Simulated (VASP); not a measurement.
# Cu2HgIrS4 (I-42m) in VASP: single point with PBE

Aim: the single point of Cu2HgIrS4 with PBE.

Program: VASP 6.6.1. These are calculated values, not measurements. Logs are shortened: lines on timing, memory, paths and dates and some standing lists are left out, and cuts for length are marked.

### 1 The cell of the first run

The structure is tetragonal, space group I-42m (No. 121). The conventional cell has a = 5.477 Å, b = 5.477 Å, c = 10.800 Å, α = 90.00°, β = 90.00°, γ = 90.00°. S (site symmetry m) has 1 Ir at 2.26 Å and 2 Cu at 2.30 Å and 1 Hg at 2.63 Å within 3.0 Å. Ir (site symmetry -42m) has 4 S at 2.26 Å within 3.0 Å. Hg (site symmetry -42m) has 4 S at 2.63 Å within 3.5 Å. Within 3.0 Å of Cu (site symmetry -4) lie 4 S at 2.30 Å.

### 2 Single point, PBE

Contents of INCAR:

```
PREC = Accurate
ENCUT = 520
EDIFF = 1E-7
ISMEAR = -1
SIGMA = 0.1
LREAL = False
LASPH = True
NELM = 100
ALGO = Normal
ISIF = 2
LWAVE = False
LCHARG = True
GGA = PE
LELF = True
LVHAR = True
NBANDS = 44
```

Contents of KPOINTS:

```
Automatic mesh
0
Gamma
  6 6 6
```

Contents of POSCAR:

```
Cu2HgIrS4
1.0
    0.0000000000      5.4769282792      0.0000000000
    5.4769282792      0.0000000000      0.0000000000
    2.7384641396      2.7384641396     -5.3998475950
S Ir Hg Cu
4 1 1 2
Direct
    0.4174470928      0.4174470928      0.7243460989
    0.5825529072      0.1417931917      0.2756539011
    0.8582068083      0.8582068083      0.7243460989
    0.1417931917      0.5825529072      0.2756539011
    0.5000000000      0.5000000000      0.0000000000
    0.0000000000      0.0000000000      0.0000000000
    0.7500000000      0.2500000000      0.5000000000
    0.2500000000      0.7500000000      0.5000000000
```

Potentials or basis: VASP PAW PBE potentials, release 64 (S, Ir, Hg, Cu).

Started as:

```
$ cat potpaw_PBE.64/S/POTCAR potpaw_PBE.64/Ir/POTCAR potpaw_PBE.64/Hg/POTCAR potpaw_PBE.64/Cu/POTCAR > POTCAR
$ mpirun -np 1 vasp_std > vasp.out
```

OUTCAR:

```text
PREC = Accurate
   ENCUT = 520
   EDIFF = 1E-7
   ISMEAR = -1
   LREAL = False
   LASPH = True
   NELM = 100
   ISIF = 2
   GGA = PE

 ion  position               nearest neighbor table
   1  0.417  0.417  0.724-   5 2.26   7 2.30   8 2.30   6 2.63
   2  0.583  0.142  0.276-   5 2.26   7 2.30   8 2.30   6 2.63
   3  0.858  0.858  0.724-   5 2.26   7 2.30   8 2.30   6 2.63
   4  0.142  0.583  0.276-   5 2.26   7 2.30   8 2.30   6 2.63
   5  0.500  0.500  0.000-   1 2.26   2 2.26   3 2.26   4 2.26
   6  0.000  0.000  0.000-   1 2.63   2 2.63   3 2.63   4 2.63
   7  0.750  0.250  0.500-   1 2.30   2 2.30   3 2.30   4 2.30
   8  0.250  0.750  0.500-   1 2.30   2 2.30   3 2.30   4 2.30

  LATTYP: Found a body centered tetragonal cell.
 ALAT       =     5.4769282792
 C/A-ratio  =     1.9718525859

  Lattice vectors:

 A1 = (  -2.7384641396,   2.7384641396,   5.3998475950)
 A2 = (   2.7384641396,  -2.7384641396,   5.3998475950)
 A3 = (   2.7384641396,   2.7384641396,  -5.3998475950)

Analysis of symmetry for initial positions (statically):
=====================================================================
 Subroutine PRICEL returns:
 Original cell was already a primitive cell.

 Routine SETGRP: Setting up the symmetry group for a
 body centered tetragonal supercell.

 Subroutine GETGRP returns: Found  8 space group operations
 (whereof  8 operations were pure point group operations)
 out of a pool of 16 trial point group operations.

The static configuration has the point symmetry D_2d.

Analysis of symmetry for dynamics (positions and initial velocities):
=====================================================================
 Subroutine PRICEL returns:
 Original cell was already a primitive cell.

 Routine SETGRP: Setting up the symmetry group for a
 body centered tetragonal supercell.

 Subroutine GETGRP returns: Found  8 space group operations
 (whereof  8 operations were pure point group operations)
 out of a pool of 16 trial point group operations.

The dynamic configuration has the point symmetry D_2d.

 Subroutine INISYM returns: Found  8 space group operations
 (whereof  8 operations are pure point group operations),
 and found     1 'primitive' translations

----------------------------------------------------------------------------------------

                                     Primitive cell

  volume of cell :     161.9778

  direct lattice vectors                    reciprocal lattice vectors
     0.000000000  5.476928279  0.000000000     0.000000000  0.182584096  0.092595206
     5.476928279  0.000000000  0.000000000     0.182584096  0.000000000  0.092595206
     2.738464140  2.738464140 -5.399847595     0.000000000  0.000000000 -0.185190412

  length of vectors
     5.476928279  5.476928279  6.645052726     0.204721333  0.204721333  0.185190412

  position of ions in fractional coordinates (direct lattice)
     0.417447093  0.417447093  0.724346099
     0.582552907  0.141793192  0.275653901
     0.858206808  0.858206808  0.724346099
     0.141793192  0.582552907  0.275653901
     0.500000000  0.500000000  0.000000000
     0.000000000  0.000000000  0.000000000
     0.750000000  0.250000000  0.500000000
     0.250000000  0.750000000  0.500000000

  ion indices of the primitive-cell ions
   primitive index   ion index
                 1           1
                 2           2
                 3           3
                 4           4
                 5           5
                 6           6
                 7           7
                 8           8

----------------------------------------------------------------------------------------

 KPOINTS: Automatic mesh

Automatic generation of k-mesh.
 Grid dimensions read from file:
 generate k-points for:    6    6    6

 Generating k-lattice:

  Cartesian coordinates                     Fractional coordinates (reciprocal lattice)
     0.000000000  0.030430683  0.015432534     0.166666667  0.000000000  0.000000000
     0.030430683  0.000000000  0.015432534     0.000000000  0.166666667  0.000000000
     0.000000000  0.000000000 -0.030865069     0.000000000  0.000000000  0.166666667

  Length of vectors
     0.034120222  0.034120222  0.030865069

  Shift w.r.t. Gamma in fractional coordinates (k-lattice)
     0.000000000  0.000000000  0.000000000

 Subroutine IBZKPT returns following result:
 ===========================================

 Found     30 irreducible k-points:

 Following reciprocal coordinates:
            Coordinates               Weight
  0.000000  0.000000  0.000000      1.000000
  0.166667  0.000000  0.000000      8.000000
  0.333333  0.000000  0.000000      8.000000
  0.500000  0.000000  0.000000      4.000000
  0.166667  0.166667  0.000000      8.000000
  0.333333  0.166667  0.000000     16.000000
[... 16 lines left out ...]
 -0.333333 -0.333333  0.166667      4.000000
 -0.166667 -0.333333  0.166667     16.000000
 [... further k-points ...]
   k-points           NKPTS =     30   k-points in BZ     NKDIM =     30   number of bands    NBANDS=     44
   number of dos      NEDOS =    301   number of ions     NIONS =      8
   total plane-waves  NPLWV =  88200
   dimension x,y,z NGX =    42 NGY =   42 NGZ =   50
   dimension x,y,z NGXF=    84 NGYF=   84 NGZF=  100
   ions per type =               4   1   1   2
   NGX,Y,Z   is equivalent  to a cutoff of  12.75, 12.75, 12.51 a.u.
   NGXF,Y,Z  is equivalent  to a cutoff of  25.50, 25.50, 25.02 a.u.
 SYSTEM =  unknown system
   PREC   = accura    normal or accurate (medium, high low for compatibility)
   ISTART =      0    job   : 0-new  1-cont  2-samecut
   ICHARG =      2    charge: 1-file 2-atom 10-const
   ISPIN  =      1    spin polarized calculation?
   LNONCOLLINEAR =      F non collinear calculations
   LSORBIT =      F    spin-orbit coupling
   LASPH  =      T    aspherical Exc in radial PAW
   ENCUT  =  520.0 eV  38.22 Ry    6.18 a.u.  10.18 10.18 12.36*2*pi/ulx,y,z
   NELM   =    100;   NELMIN=  2; NELMDL= -5     # of ELM steps
   EDIFF  = 0.1E-06   stopping-criterion for ELM
   LREAL  =      F    real-space projection
   EDIFFG = 0.1E-05   stopping-criterion for IOM
   NSW    =      0    number of steps for IOM
   IBRION =     -1    ionic relax: 0-MD 1-quasi-New 2-CG
   NFREE  =      0    steps in history (QN), initial steepest desc. (CG)
   ISIF   =      2    stress and relaxation
   ISYM   =      2    0-nonsym 1-usesym 2-fastsym
   POTIM  = 0.5000    time-step for ionic-motion
   TEBEG  =    0.0;   TEEND  =   0.0 temperature during run
   PSTRESS=    0.0 pullay stress
   NELECT =      67.0000    total number of electrons
   NUPDOWN=      -1.0000    fix difference up-down
   EMIN   =  10.00;   EMAX   =-10.00  energy-range for DOS
   EFERMI =   0.00;   METHOD = LEGACY
   ISMEAR =    -1;   SIGMA  =   0.10  broadening in eV -4-tet -1-fermi 0-gaus
   EFERMI_NEDOS =   21; number of points for ismear=-14 and -15
   IALGO  =     38    algorithm
   IMIX   =      4    mixing-type and parameters
     AMIX     =   0.40;   BMIX     =  1.00
     AMIX_MAG =   1.60;   BMIX_MAG =  1.00
  volume/ion in A,a.u.               =      20.25       136.64
  Fermi-wavevector in a.u.,A,eV,Ry     =   1.219779  2.305048 20.243582  1.487861
  Thomas-Fermi vector in A             =   2.355020
   LORBIT       =      0    0 simple, 1 ext, 2 COOP (PROOUT), +10 PAW based schemes
   GGA     = PE    functional components
   LHFCALC =     F    Hartree Fock is set to
   AEXX    =    0.0000 exact exchange contribution
   IVDW    =     0    specifies the selected vdW correction
   LEPSILON=     F    determine dielectric tensor
   LRPA    =     F    only Hartree local field effects (RPA)
 non-spin polarized calculation
  energy-cutoff  :      520.00
  volume of cell :      161.98
 maximum number of plane-waves:      4392
 NGX is ok and might be reduce to    42
   NGX = 21   NGY = 21   NGZ = 25

 number of electron      67.0000012 magnetization

 Free energy of the ion-electron system (eV)
  ---------------------------------------------------
  ext. energy  EPLUGINS =         0.00000000
  ---------------------------------------------------
  free energy    TOTEN  =       -33.80234600 eV

  energy without entropy =      -33.64837330  energy(sigma->0) =      -33.72535965

 E-fermi :   4.3540     XC(G=0):  -9.9547

 val. band max:        4.3529562704   @ k =   0.0000   0.0000   0.3333
 cond. band min:       4.3557076295   @ k =  -0.1667   0.0000   0.1667
 fundamental gap:      0.0027513591
 Fermi energy:         4.3539689499

 k-point     1 :       0.0000    0.0000    0.0000
  band No.  band energies     occupation
      1     -10.0736      2.00000
      2      -8.9152      2.00000
      3      -8.9152      2.00000
      4      -8.8818      2.00000
      5      -2.7002      2.00000
      6      -2.6051      2.00000
[... 36 lines left out ...]
     43      10.7558      0.00000
     44      10.7646      0.00000

 k-point     2 :       0.1667    0.0000    0.0000
  band No.  band energies     occupation
      1      -9.9945      2.00000
      2      -8.9737      2.00000
      3      -8.9373      2.00000
      4      -8.8980      2.00000
      5      -2.6945      2.00000
      6      -2.6338      2.00000
[... 36 lines left out ...]
     43      10.5981      0.00000
     44      10.8556      0.00000

 k-point     3 :       0.3333    0.0000    0.0000
  band No.  band energies     occupation
      1      -9.7836      2.00000
      2      -9.1478      2.00000
      3      -8.9719      2.00000
      4      -8.9371      2.00000
      5      -2.7765      2.00000
      6      -2.6569      2.00000
[... 36 lines left out ...]
     43      10.4141      0.00000
     44      10.6010      0.00000

 k-point     4 :       0.5000    0.0000    0.0000
  band No.  band energies     occupation
      1      -9.5872      2.00000
      2      -9.3279      2.00000
      3      -8.9843      2.00000
      4      -8.9602      2.00000
      5      -2.8436      2.00000
      6      -2.6208      2.00000
[... 882 lines left out ...]
     43      10.5314      0.00000
     44      11.2229      0.00000

 k-point    23 :      -0.3333   -0.3333    0.1667
  band No.  band energies     occupation
      1      -9.3982      2.00000
      2      -9.3022      2.00000
      3      -9.1050      2.00000
      4      -9.0547      2.00000
      5      -2.7900      2.00000
      6      -2.6321      2.00000
[... 36 lines left out ...]
     43      10.4768      0.00000
     44      10.8889      0.00000

 k-point    24 :      -0.1667   -0.3333    0.1667
  band No.  band energies     occupation
      1      -9.5043      2.00000
      2      -9.3083      2.00000
      3      -9.0950      2.00000
      4      -8.9581      2.00000
      5      -2.8301      2.00000
      6      -2.6726      2.00000
[... 36 lines left out ...]
     43      10.5676      0.00000
     44      10.8520      0.00000

 [... further k-points ...]
[... 5 lines left out ...]
  --------------------------------------------------------------------------------------
  -------------------------------------------------------------------------------------
  Total        0.2561841      0.2561841      0.2823707      0.0000000     -0.0000000      0.0000000
  in kB        2.5340036      2.5340036      2.7930233      0.0000000     -0.0000000      0.0000000
  external PRESSURE =       2.6203435 kB  Pullay stress =       0.0000000 kB

 VOLUME and BASIS-vectors are now :
 -----------------------------------------------------------------------------
  energy-cutoff  :      520.00
  volume of cell :      161.98
      direct lattice vectors                 reciprocal lattice vectors
     0.000000000  5.476928279  0.000000000     0.000000000  0.182584096  0.092595206
     5.476928279  0.000000000  0.000000000     0.182584096  0.000000000  0.092595206
     2.738464140  2.738464140 -5.399847595     0.000000000  0.000000000 -0.185190412

 POSITION                                       TOTAL-FORCE (eV/Angst)
 -----------------------------------------------------------------------------------
      4.26992      4.26992     -3.91136        -0.003960     -0.003960      0.008397
      1.53146      3.94547     -1.48849        -0.003960      0.003960     -0.008397
      6.68393      6.68393     -3.91136         0.003960      0.003960      0.008397
      3.94547      1.53146     -1.48849         0.003960     -0.003960     -0.008397
      2.73846      2.73846      0.00000        -0.000000     -0.000000      0.000000
      0.00000      0.00000      0.00000         0.000000     -0.000000      0.000000
      2.73846      5.47693     -2.69992        -0.000000     -0.000000      0.000000
      5.47693      2.73846     -2.69992         0.000000     -0.000000      0.000000
 -----------------------------------------------------------------------------------
    total drift:                               -0.000027     -0.000027      0.000014

  FREE ENERGIE OF THE ION-ELECTRON SYSTEM (eV)
  ---------------------------------------------------
  free  energy   TOTEN  =       -33.8023460005 eV

  energy  without entropy=      -33.6483733038  energy(sigma->0) =      -33.72535965
```

Run time: 3.9 min. Hardware: 1 thread of Intel Xeon Platinum 8375C at 2.90GHz (Ice Lake), shared host; peak memory 0.41 GiB.

What came out:

- Free energy: -33.8023 eV
- Pressure: 0.3 GPa
- Largest force: 0.010 eV/Å

Forces in eV/Å, atoms in the order of the input:
```
S   -0.004 -0.004  0.008
S   -0.004  0.004 -0.008
S    0.004  0.004  0.008
S    0.004 -0.004 -0.008
Ir   0.000  0.000  0.000
Hg   0.000  0.000  0.000
Cu   0.000  0.000  0.000
Cu   0.000  0.000  0.000
```

Caveat: spin-orbit coupling is left out, which moves the levels of the heavy elements. With open d or f shells a metallic result of PBE can be an artefact of self-interaction; +U or a hybrid may open a gap.
